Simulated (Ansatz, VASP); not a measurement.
Be: VASP beside Ansatz

```xyz
1
Lattice="0.0000 1.5733 1.5733 1.5733 0.0000 1.5733 1.5733 1.5733 0.0000" Properties=species:S:1:pos:R:3 pbc="T T T"
Be    1.5733    1.5733    1.5733
```

Alike in both runs: functional PBEsol; k mesh 30 × 30 × 30; occupations gaussian, width 0.1 eV; no spin polarisation.

Ansatz relaxed the structure, and its values are those at the end. VASP's run is a single point on that final structure, the one shown.

|  | VASP | Ansatz |
| --- | --- | --- |
| version | VASP 6.6.1 | Ansatz 0.2.0 |
| potentials or method | VASP PAW PBE potentials, release 64 (Be), cutoff 520 eV | scalar-relativistic, plane waves, PAW |
| valence electrons in the cell | 2 | 2 |

|  | VASP | Ansatz | Ansatz less VASP |
| --- | --- | --- | --- |
| gap on the k mesh at the Fermi level (eV) | none | none | - |
| pressure (GPa) | 0.4 | 0.0 | -0.37 |

VASP's potentials were made for PBE, not for PBEsol. A gap of «none» marks a metal or a gap that the smearing closes.
